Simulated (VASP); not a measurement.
Input of a VASP 6.6.1 run:

The input INCAR:

```
SYSTEM = Si17H2Cl6
PREC = Accurate
ENCUT = 520
EDIFF = 1E-6
ISMEAR = 0
SIGMA = 0.05
LREAL = Auto
LASPH = .True.
NELM = 100
ALGO = Normal
ISIF = 2
LWAVE = .False.
LCHARG = .False.
LDIPOL = .True.
IDIPOL = 3
DIPOL = 0.5 0.5 0.460
GGA = PE
IVDW = 12
NBANDS = 74
```

KPOINTS

```
regular mesh
0
Gamma
  3 3 1
  0 0 0
```

POSCAR

```
Si17H2Cl6
1.0
    7.6671877233      0.0000000000      0.0000000000
   -3.8335938617      6.6399793440      0.0000000000
    0.0000000000      0.0000000000     26.7788453509
Si Cl H
17 6 2
Direct
    0.6666666667      0.3333333333      0.3762111423
    0.6666666667      0.8333333333      0.3762111423
    0.1666666667      0.3333333333      0.3762111423
    0.1666666667      0.8333333333      0.3762111423
    0.5000000000      0.5000000000      0.4054330547
    0.5000000000      0.0000000000      0.4054330547
    0.0000000000      0.5000000000      0.4054330547
    0.0000000000      0.0000000000      0.4054330547
    0.0083885945      0.4898552124      0.4930950879
   -0.0201630724      0.0092659866      0.4960498533
    0.4764234711      0.5088783386      0.4936694823
    0.4979778468     -0.0241982329      0.4927399272
    0.8262616573      0.6573390373      0.5035864916
    0.8147894708      0.1703731587      0.5323948048
    0.3205636332      0.6649843248      0.5377273646
    0.3305821750      0.1575854298      0.5021500263
    0.6010982882      0.2895988199      0.6211193467
    0.6621042318      0.3327363335      0.2987741793
    0.6681977458      0.8343019165      0.2988199117
    0.1644465177      0.3294023021      0.2988676979
    0.1608834082      0.8338874009      0.2987389107
    0.3710863217      0.2841421475      0.6626000737
    0.8174637134      0.5938458834      0.6110645702
    0.6894276464      0.1931501154      0.6517122560
    0.4979952964      0.2036056034      0.5715886920
```

Potentials or basis: VASP PAW PBE potentials, release 64 (Si, Cl, H).

Command:

```console
$ cat potpaw_PBE.64/Si/POTCAR potpaw_PBE.64/Cl/POTCAR potpaw_PBE.64/H/POTCAR > POTCAR
$ mpirun -np 1 vasp_std > vasp.out
```

Q: Estimate the dispersion energy per atom.

A: -0.214 eV.

Q: Predict the band gap on the k mesh.

A: 0.05 eV.

Forces on the atoms (eV/Å):
```
Si   0.030  0.001 -0.008
Si  -0.137 -0.005 -0.178
Si  -0.086  0.112 -0.135
Si   0.089 -0.070 -0.091
Si   0.013  0.053 -0.039
Si   0.002 -0.040 -0.064
Si   0.040 -0.015 -0.028
Si   0.064 -0.049  0.385
Si  -0.004 -0.007 -0.005
Si  -0.005  0.010 -0.002
Si  -0.001  0.000  0.000
Si   0.003  0.014  0.000
Si  -0.004  0.005 -0.012
Si   0.003 -0.003 -0.011
Si   0.001 -0.005 -0.008
Si  -0.007  0.001 -0.002
Si  -0.046  0.001  0.029
Cl   0.001  0.000  0.047
Cl  -0.003  0.002  0.048
Cl  -0.001  0.002  0.050
Cl   0.004  0.001  0.047
Cl   0.038  0.019 -0.028
Cl  -0.021 -0.044  0.004
H    0.013 -0.002 -0.011
H    0.015  0.019  0.012
```
